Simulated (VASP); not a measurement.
A run of VASP 6.6.1:

The input INCAR:

```
  PREC = Accurate
  ENCUT = 520
  EDIFF = 1E-6
  ISMEAR = 0
  SIGMA = 0.1
  LREAL = F
  LASPH = T
  NELM = 80
  ALGO = Normal
  ISIF = 2
  LWAVE = F
  LCHARG = F
  LDIPOL = T
  IDIPOL = 3
  DIPOL = 0.5 0.5 0.336
  GGA = PS
  IBRION = 2
  NSW = 36
  EDIFFG = -0.025
```

The input KPOINTS:

```
regular mesh
0
Gamma
  8 5 1
```

POSCAR

```
Mg4H
1.0
    3.1881999939      0.0000000000      0.0000000000
    0.0000000000      5.1084658709      0.0000000000
    0.0000000000      0.0000000000     19.1358427726
Mg H
4 1
Selective dynamics
Direct
    0.0000000000      0.7500000000      0.2090318178  F F F
    0.5000000000      0.2500000000      0.2571276385  F F F
    0.5000000000      0.7500000000      0.3576109084  F F F
    0.0000000000      0.2500000000      0.3990335238  F F F
    0.5000000000      0.6250000000      0.4569786899  F F T
```

Potentials or basis: VASP PAW PBE potentials, release 64 (Mg, H).

The run is started by

```bash
$ cat potpaw_PBE.64/Mg/POTCAR potpaw_PBE.64/H/POTCAR > POTCAR
$ mpirun -np 1 vasp_std > vasp.out
```

Hardware: 1 thread of Intel(R) Xeon(R) Platinum 8259CL CPU @ 2.50GHz (Skylake/Cascade Lake), on a shared host.

Task: How long does it take, and how much memory?

Result: It took 5.4 min on 1 thread of Intel(R) Xeon(R) Platinum 8259CL CPU @ 2.50GHz (Skylake/Cascade Lake), with other jobs on the host, peak memory 0.4 GiB. Counts: scf iterations 72, k points 15, ion steps 6.
